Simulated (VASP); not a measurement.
# ZnO (zincite) (P6_3mc) in VASP: notebook

The runs below take ZnO (zincite) through single point, with BLYP+D3(BJ).

Everything below comes from runs of VASP 6.6.1. Logs are shortened: lines on timing, memory, paths and dates and some standing lists are left out, and cuts for length are marked.

**What was measured.**

From “Electronic structure of alkaline earth and post-transition metal oxides”, 2009, arxiv:0908.1581, for a bulk crystal of ZnO: band gap 3.37 eV.

The runs below are set against these values where they give the same quantity.

### 1 The cell of the first run

It takes space group P6_3mc (No. 186, hexagonal). Conventional cell: a = 3.249 Å, b = 3.249 Å, c = 5.206 Å, α = 90.00°, β = 90.00°, γ = 120.00°. Zn (site symmetry 3m) has 4 O at 1.97 to 1.98 Å within 2.6 Å. Within 2.6 Å of O (site symmetry 3m) lie 4 Zn at 1.97 to 1.98 Å.

### 2 Single point, BLYP+D3(BJ)

INCAR

```
AGGAC = 1.0 ; AGGAX = 1.0
ALDAC = 0.0 ; ALDAX = 1.0
ALGO = Normal ; EDIFF = 1E-6
ENCUT = 520 ; GGA = B5
ISIF = 2 ; ISMEAR = -1
IVDW = 12 ; LASPH = T
LCHARG = F ; LREAL = F
LWAVE = F ; NBANDS = 26
NELM = 100 ; PREC = Accurate
SIGMA = 0.05 ; VDW_A1 = 0.4298
VDW_A2 = 4.2359 ; VDW_S6 = 1.0
VDW_S8 = 2.6996
```

KPOINTS

```
k-points
0
Gamma
  9 9 5
```

POSCAR

```
ZnO
1.0
    3.2493080000      0.0000000000      0.0000000000
   -1.6246540000      2.8139832727      0.0000000000
    0.0000000000      0.0000000000      5.2057090000
Zn O
2 2
Direct
    0.6666666667      0.3333333333      0.0000000000
    0.3333333333      0.6666666667      0.5000000000
    0.3333333333      0.6666666667      0.8790100000
    0.6666666667      0.3333333333      0.3790100000
```

Potentials or basis: VASP PAW PBE potentials, release 64 (Zn, O).

Run with:

```sh
cat potpaw_PBE.64/Zn/POTCAR potpaw_PBE.64/O/POTCAR > POTCAR
mpirun -np 1 vasp_std > vasp.out
```

OUTCAR:

```text
EDIFF = 1E-6
   ENCUT = 520
   GGA = B5
   ISIF = 2
   ISMEAR = -1
   IVDW = 12
   LASPH = T
   LREAL = F
   NELM = 100
   PREC = Accurate
 IVDW          = 12

 ion  position               nearest neighbor table
   1  0.667  0.333  0.000-   4 1.97   3 1.98   3 1.98   3 1.98
   2  0.333  0.667  0.500-   3 1.97   4 1.98   4 1.98   4 1.98
   3  0.333  0.667  0.879-   2 1.97   1 1.98   1 1.98   1 1.98
   4  0.667  0.333  0.379-   1 1.97   2 1.98   2 1.98   2 1.98

  LATTYP: Found a hexagonal cell.
 ALAT       =     3.2493080000
 C/A-ratio  =     1.6020977390

  Lattice vectors:

 A1 = (   3.2493080000,   0.0000000000,   0.0000000000)
 A2 = (  -1.6246540000,   2.8139832727,   0.0000000000)
 A3 = (   0.0000000000,   0.0000000000,   5.2057090000)

Analysis of symmetry for initial positions (statically):
=====================================================================
 Subroutine PRICEL returns:
 Original cell was already a primitive cell.

 Routine SETGRP: Setting up the symmetry group for a
 hexagonal supercell.

 Subroutine GETGRP returns: Found 12 space group operations
 (whereof  6 operations were pure point group operations)
 out of a pool of 24 trial point group operations.

The static configuration has the point symmetry C_3v.
 The point group associated with its full space group is C_6v.

Analysis of symmetry for dynamics (positions and initial velocities):
=====================================================================
 Subroutine PRICEL returns:
 Original cell was already a primitive cell.

 Routine SETGRP: Setting up the symmetry group for a
 hexagonal supercell.

 Subroutine GETGRP returns: Found 12 space group operations
 (whereof  6 operations were pure point group operations)
 out of a pool of 24 trial point group operations.

The dynamic configuration has the point symmetry C_3v.
 The point group associated with its full space group is C_6v.

 Subroutine INISYM returns: Found 12 space group operations
 (whereof  6 operations are pure point group operations),
 and found     1 'primitive' translations

----------------------------------------------------------------------------------------

                                     Primitive cell

  volume of cell :      47.5984

  direct lattice vectors                    reciprocal lattice vectors
     3.249308000  0.000000000  0.000000000     0.307757836  0.177684070  0.000000000
    -1.624654000  2.813983273  0.000000000     0.000000000  0.355368139  0.000000000
     0.000000000  0.000000000  5.205709000     0.000000000  0.000000000  0.192096792

  length of vectors
     3.249308000  3.249308000  5.205709000     0.355368139  0.355368139  0.192096792

  position of ions in fractional coordinates (direct lattice)
     0.666666667  0.333333333  0.000000000
     0.333333333  0.666666667  0.500000000
     0.333333333  0.666666667  0.879010000
     0.666666667  0.333333333  0.379010000

  ion indices of the primitive-cell ions
   primitive index   ion index
                 1           1
                 2           2
                 3           3
                 4           4

----------------------------------------------------------------------------------------

 KPOINTS: k-points

Automatic generation of k-mesh.
 Grid dimensions read from file:
 generate k-points for:    9    9    5

 Generating k-lattice:

  Cartesian coordinates                     Fractional coordinates (reciprocal lattice)
     0.034195315  0.019742674  0.000000000     0.111111111  0.000000000  0.000000000
     0.000000000  0.039485349  0.000000000     0.000000000  0.111111111  0.000000000
     0.000000000  0.000000000  0.038419358     0.000000000  0.000000000  0.200000000

  Length of vectors
     0.039485349  0.039485349  0.038419358

  Shift w.r.t. Gamma in fractional coordinates (k-lattice)
     0.000000000  0.000000000  0.000000000

 Subroutine IBZKPT returns following result:
 ===========================================

 Found     36 irreducible k-points:

 Following reciprocal coordinates:
            Coordinates               Weight
  0.000000  0.000000  0.000000      1.000000
  0.111111  0.000000  0.000000      6.000000
  0.222222  0.000000  0.000000      6.000000
  0.333333  0.000000  0.000000      6.000000
  0.444444  0.000000  0.000000      6.000000
  0.111111  0.111111  0.000000      6.000000
[... 16 lines left out ...]
  0.333333  0.222222  0.200000     24.000000
  0.333333  0.333333  0.200000      4.000000
 [... further k-points ...]
   k-points           NKPTS =     36   k-points in BZ     NKDIM =     36   number of bands    NBANDS=     26
   number of dos      NEDOS =    301   number of ions     NIONS =      4
   total plane-waves  NPLWV =  23040
   dimension x,y,z NGX =    24 NGY =   24 NGZ =   40
   dimension x,y,z NGXF=    48 NGYF=   48 NGZF=   80
   ions per type =               2   2
   NGX,Y,Z   is equivalent  to a cutoff of  12.28, 12.28, 12.77 a.u.
   NGXF,Y,Z  is equivalent  to a cutoff of  24.56, 24.56, 25.55 a.u.
 SYSTEM =  unknown system
   PREC   = accura    normal or accurate (medium, high low for compatibility)
   ISTART =      0    job   : 0-new  1-cont  2-samecut
   ICHARG =      2    charge: 1-file 2-atom 10-const
   ISPIN  =      1    spin polarized calculation?
   LNONCOLLINEAR =      F non collinear calculations
   LSORBIT =      F    spin-orbit coupling
   LASPH  =      T    aspherical Exc in radial PAW
   ENCUT  =  520.0 eV  38.22 Ry    6.18 a.u.   6.04  6.04  9.68*2*pi/ulx,y,z
   NELM   =    100;   NELMIN=  2; NELMDL= -5     # of ELM steps
   EDIFF  = 0.1E-05   stopping-criterion for ELM
   LREAL  =      F    real-space projection
   EDIFFG = 0.1E-04   stopping-criterion for IOM
   NSW    =      0    number of steps for IOM
   IBRION =     -1    ionic relax: 0-MD 1-quasi-New 2-CG
   NFREE  =      0    steps in history (QN), initial steepest desc. (CG)
   ISIF   =      2    stress and relaxation
   ISYM   =      2    0-nonsym 1-usesym 2-fastsym
   POTIM  = 0.5000    time-step for ionic-motion
   TEBEG  =    0.0;   TEEND  =   0.0 temperature during run
   PSTRESS=    0.0 pullay stress
   NELECT =      36.0000    total number of electrons
   NUPDOWN=      -1.0000    fix difference up-down
   EMIN   =  10.00;   EMAX   =-10.00  energy-range for DOS
   EFERMI =   0.00;   METHOD = LEGACY
   ISMEAR =    -1;   SIGMA  =   0.05  broadening in eV -4-tet -1-fermi 0-gaus
   EFERMI_NEDOS =   21; number of points for ismear=-14 and -15
   IALGO  =     38    algorithm
   IMIX   =      4    mixing-type and parameters
     AMIX     =   0.40;   BMIX     =  1.00
     AMIX_MAG =   1.60;   BMIX_MAG =  1.00
  volume/ion in A,a.u.               =      11.90        80.30
  Fermi-wavevector in a.u.,A,eV,Ry     =   1.491574  2.818667 30.270160  2.224794
  Thomas-Fermi vector in A             =   2.604212
   LORBIT       =      0    0 simple, 1 ext, 2 COOP (PROOUT), +10 PAW based schemes
   GGA     = B5    functional components
   LHFCALC =     F    Hartree Fock is set to
   AEXX    =    0.0000 exact exchange contribution
   IVDW    =    12    specifies the selected vdW correction
   LEPSILON=     F    determine dielectric tensor
   LRPA    =     F    only Hartree local field effects (RPA)
 non-spin polarized calculation
  energy-cutoff  :      520.00
  volume of cell :       47.60
 maximum number of plane-waves:      1308
   NGX = 13   NGY = 13   NGZ = 19

 number of electron      36.0000017 magnetization

 Free energy of the ion-electron system (eV)
  ---------------------------------------------------
  ext. energy  EPLUGINS =         0.00000000
  ---------------------------------------------------
  free energy    TOTEN  =       -16.37302040 eV

  energy without entropy =      -16.37301957  energy(sigma->0) =      -16.37301999

 E-fermi :   2.0204     XC(G=0): -10.4325

 val. band max:        1.4987759001   @ k =   0.0000   0.0000   0.0000
 cond. band min:       2.4609150147   @ k =   0.0000   0.0000   0.0000
 fundamental gap:      0.9621391146
 Fermi energy:         2.0203922635

 k-point     1 :       0.0000    0.0000    0.0000
  band No.  band energies     occupation
      1     -16.4590      2.00000
      2     -15.7312      2.00000
      3      -4.2245      2.00000
      4      -4.2245      2.00000
      5      -4.1862      2.00000
      6      -4.0411      2.00000
[... 18 lines left out ...]
     25      15.6532      0.00000
     26      15.6532      0.00000

 k-point     2 :       0.1111    0.0000    0.0000
  band No.  band energies     occupation
      1     -16.3922      2.00000
      2     -15.7022      2.00000
      3      -4.2932      2.00000
      4      -4.1861      2.00000
      5      -4.1446      2.00000
      6      -4.0374      2.00000
[... 18 lines left out ...]
     25      15.7814      0.00000
     26      15.7852      0.00000

 k-point     3 :       0.2222    0.0000    0.0000
  band No.  band energies     occupation
      1     -16.2136      2.00000
      2     -15.6327      2.00000
      3      -4.4235      2.00000
      4      -4.1178      2.00000
      5      -4.0967      2.00000
      6      -3.9805      2.00000
[... 18 lines left out ...]
     25      15.1931      0.00000
     26      15.7707      0.00000

 k-point     4 :       0.3333    0.0000    0.0000
  band No.  band energies     occupation
      1     -15.9865      2.00000
      2     -15.5690      2.00000
      3      -4.4901      2.00000
      4      -4.1479      2.00000
      5      -4.0160      2.00000
      6      -3.8069      2.00000
[... 18 lines left out ...]
     25      14.9387      0.00000
     26      15.6275      0.00000
[... 496 lines left out ...]
      1     -15.8431      2.00000
      2     -15.5796      2.00000
      3      -4.3385      2.00000
      4      -4.2709      2.00000
      5      -3.9252      2.00000
      6      -3.8828      2.00000
[... 18 lines left out ...]
     25      13.7383      0.00000
     26      16.9638      0.00000

 k-point    23 :       0.3333    0.2222    0.2000
  band No.  band energies     occupation
      1     -15.7009      2.00000
      2     -15.5709      2.00000
      3      -4.2884      2.00000
      4      -4.1054      2.00000
      5      -3.9506      2.00000
      6      -3.7386      2.00000
[... 18 lines left out ...]
     25      14.5446      0.00000
     26      15.9344      0.00000

 k-point    24 :       0.3333    0.3333    0.2000
  band No.  band energies     occupation
      1     -15.6102      2.00000
      2     -15.6102      2.00000
      3      -4.2150      2.00000
      4      -3.9926      2.00000
      5      -3.9926      2.00000
      6      -3.6142      2.00000
[... 18 lines left out ...]
     25      15.2999      0.00000
     26      16.1022      0.00000

 [... further k-points ...]

------------------------ aborting loop because EDIFF is reached ----------------------------------------

 Edisp (eV)   -1.92124

 E8    (eV) :    -1.3183

  FORCE on cell =-STRESS in cart. coord.  units (eV):
  Direction    XX          YY          ZZ          XY          YZ          ZX
  --------------------------------------------------------------------------------------
  -------------------------------------------------------------------------------------
  Total       0.92589     0.92589     1.58235     0.00000    -0.00000     0.00000
  in kB      31.16566    31.16566    53.26250     0.00000    -0.00000     0.00000
  external pressure =       38.53 kB  Pullay stress =        0.00 kB

 VOLUME and BASIS-vectors are now :
 -----------------------------------------------------------------------------
  energy-cutoff  :      520.00
  volume of cell :       47.60
      direct lattice vectors                 reciprocal lattice vectors
     3.249308000  0.000000000  0.000000000     0.307757836  0.177684070  0.000000000
    -1.624654000  2.813983273  0.000000000     0.000000000  0.355368139  0.000000000
     0.000000000  0.000000000  5.205709000     0.000000000  0.000000000  0.192096792

 POSITION                                       TOTAL-FORCE (eV/Angst)
 -----------------------------------------------------------------------------------
      1.62465      0.93799      0.00000         0.000000      0.000000     -0.067833
     -0.00000      1.87599      2.60285         0.000000     -0.000000     -0.067833
     -0.00000      1.87599      4.57587        -0.000000     -0.000000      0.067833
      1.62465      0.93799      1.97302        -0.000000      0.000000      0.067833
 -----------------------------------------------------------------------------------
    total drift:                               -0.000000     -0.000000      0.000112

  FREE ENERGIE OF THE ION-ELECTRON SYSTEM (eV)
  ---------------------------------------------------
  free  energy   TOTEN  =       -18.2942653304 eV

  energy  without entropy=      -18.2942644997  energy(sigma->0) =      -18.29426492
```

Wall time 22 s (1 thread of Intel Xeon 6975P-C (Granite Rapids), shared host); peak memory 0.19 GiB.

What came out:

```yaml
Free_energy: -18.2943 eV
Pressure: 3.9 GPa
Largest_force: 0.068 eV/Å
Band_gap_on_the_k_mesh: 0.96 eV, direct
Dispersion_energy_per_atom: -0.480 eV
```

Forces in eV/Å, atoms in the order of the input:
```
Zn   0.000  0.000 -0.068
Zn   0.000  0.000 -0.068
O    0.000  0.000  0.068
O    0.000  0.000  0.068
```

Stress tensor (GPa, compression positive):
```
3.12 0.00 0.00
0.00 3.12 0.00
0.00 0.00 5.33
```

Caveat: the PAW data sets were made with another functional, which shifts forces and pressure a little.

### 3 Single point, BLYP+D3(BJ)

This run uses another cell than the first one, of 12.14 Å³/atom, 1.020 times its volume.

INCAR

```
SYSTEM = ZnO
PREC = Accurate ; ENCUT = 520
EDIFF = 1E-6 ; ISMEAR = -1
SIGMA = 0.05 ; LREAL = .FALSE.
LASPH = .TRUE. ; NELM = 80
ALGO = Normal ; ISIF = 2
LWAVE = .FALSE. ; LCHARG = .FALSE.
GGA = B5 ; ALDAX = 1.0
AGGAX = 1.0 ; AGGAC = 1.0
ALDAC = 0.0 ; IVDW = 12
VDW_S6 = 1.0 ; VDW_S8 = 2.6996
VDW_A1 = 0.4298 ; VDW_A2 = 4.2359
NBANDS = 26
```

KPOINTS

```
Automatic mesh
0
G
  9 9 5
  0 0 0
```

POSCAR

```
ZnO
1.0
    3.2708272232      0.0000000000      0.0000000000
   -1.6354136116      2.8326194666      0.0000000000
    0.0000000000      0.0000000000      5.2401848988
Zn O
2 2
Direct
    0.6666666667      0.3333333333      0.0000000000
    0.3333333333      0.6666666667      0.5000000000
    0.3333333333      0.6666666667      0.8790100000
    0.6666666667      0.3333333333      0.3790100000
```

Potentials or basis: VASP PAW PBE potentials, release 64 (Zn, O).

Run with:

```sh
cat potpaw_PBE.64/Zn/POTCAR potpaw_PBE.64/O/POTCAR > POTCAR
mpirun -np 1 vasp_std > vasp.out
```

It took 22 s on 1 thread of Intel Xeon 6975P-C (Granite Rapids), shared host; peak memory 0.19 GiB.

It converged, with:

```yaml
Free_energy: -18.3098 eV
Pressure: 1.0 GPa
Largest_force: 0.060 eV/Å
Band_gap_on_the_k_mesh: 0.93 eV, direct
Dispersion_energy_per_atom: -0.471 eV
```

Forces on the atoms (eV/Å):
```
Zn   0.000  0.000 -0.060
Zn   0.000  0.000 -0.060
O    0.000  0.000  0.060
O    0.000  0.000  0.060
```

Stress tensor (GPa, compression positive):
```
0.32 0.00 0.00
0.00 0.32 0.00
0.00 0.00 2.42
```

Levels at points of the mesh, in eV from the valence-band top:
```
           k point  band 14  band 15  band 16  band 17  band 18  band 19  band 20  band 21  band 22  band 23
(0.00, 0.00, 0.00)    -0.78    -0.78    -0.06     0.00     0.00     0.93     5.21     8.37    12.78    12.78
```

Caveat: the PAW data sets were made with another functional, which shifts forces and pressure a little.

### 4 Against experiment

Step 3. Against the measured gap of ZnO, 3.37 eV (quoted in “Electronic structure of alkaline earth and post-transition metal oxides”, 2009, arxiv:0908.1581), the calculated 0.93 eV is off by -2.44 eV. So large a miss can be the level of theory's own, or it may mean another phase, state or a wrong row. The value is that of BLYP+D3(BJ), without temperature or zero-point motion. Semilocal functionals fall short of measured gaps as a rule.
